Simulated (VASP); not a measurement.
The system is Ga4SbN3.

```
N Ga Sb
1.0
    -2.32277    2.32277    4.64553
     2.32277   -2.32277    4.64553
     2.32277    2.32277   -4.64553
N Ga Sb
3 4 1
Direct
  0.25000 0.75000 0.50000
  0.50000 0.50000 0.00000
  0.75000 0.25000 0.50000
  0.87500 0.37500 0.00000
  0.12500 0.12500 0.50000
  0.37500 0.87500 0.00000
  0.62500 0.62500 0.50000
  0.00000 0.00000 0.00000
```

| Item | Value |
| --- | --- |
| Program | VASP 6.6.1 |
| Task | relaxation of cell and atoms |
| Functional | PBE |
| Potentials or basis | VASP PAW PBE potentials, release 64 (N, Ga_d, Sb) |
| Cutoff | 600 eV |
| k mesh | 8 × 8 × 8 |
| Occupations | fermi-dirac, width 0.02 eV |
| Spin | no spin polarisation |

At the start: pressure 59.9 GPa; volume 12.53 Å³/atom.

How do energy, volume and symmetry change on relaxing?

Over 19 steps the energy falls by 1244.6 meV/atom and the volume is 15.34 Å³/atom (+22.4 %); space group I-42m (No. 121, to 0.1 Å) before and after.

The path:
```
step  energy change (eV)  largest force (eV/Å)  pressure (GPa)  volume (Å³)
   1              0.0000               13.6116           59.88       100.26
   2             -2.9722                0.9493          -16.78       184.73
   3             -9.6164                0.8748           -7.00       131.57
   4             -9.7676                0.6818           -4.88       128.71
   5             -9.8517                0.6748           -0.83       124.18
   6             -9.8534                0.6381           -1.21       124.69
   7             -9.9276                0.2465            0.02       122.97
   8             -9.9402                0.0981            0.82       121.99
   9             -9.9503                0.0774           -0.23       123.08
  10             -9.9507                0.0894           -0.55       123.36
  11             -9.9555                0.0411           -0.22       122.90
  12             -9.9563                0.0052            0.12       122.45
  13             -9.9564                0.0082            0.01       122.58
  14             -9.9564                0.0058            0.12       122.56
  15             -9.9564                0.0062           -0.14       122.80
  16             -9.9564                0.0063            0.12       122.64
  17             -9.9564                0.0047           -0.13       122.72
  18             -9.9564                0.0054            0.00       122.68
  19             -9.9564                0.0043           -0.03       122.68
```

Final structure:
```yaml
crystal:
  lattice:
    - [-2.52594, 2.52594, 4.80697]
    - [2.52594, -2.52594, 4.80697]
    - [2.52594, 2.52594, -4.80697]
  atoms:
    - { symbol: N, position: [0.25000, 0.75000, 0.50000] }
    - { symbol: N, position: [0.50000, 0.50000, 0.00000] }
    - { symbol: N, position: [0.75000, 0.25000, 0.50000] }
    - { symbol: Ga, position: [0.84935, 0.43430, 0.00000] }
    - { symbol: Ga, position: [0.15065, 0.15065, 0.58495] }
    - { symbol: Ga, position: [0.43430, 0.84935, 0.00000] }
    - { symbol: Ga, position: [0.56570, 0.56570, 0.41505] }
    - { symbol: Sb, position: [0.00000, 0.00000, 0.00000] }
```

Caveat: the volume moved by over 15 % at a fixed basis, so the end points are rough.
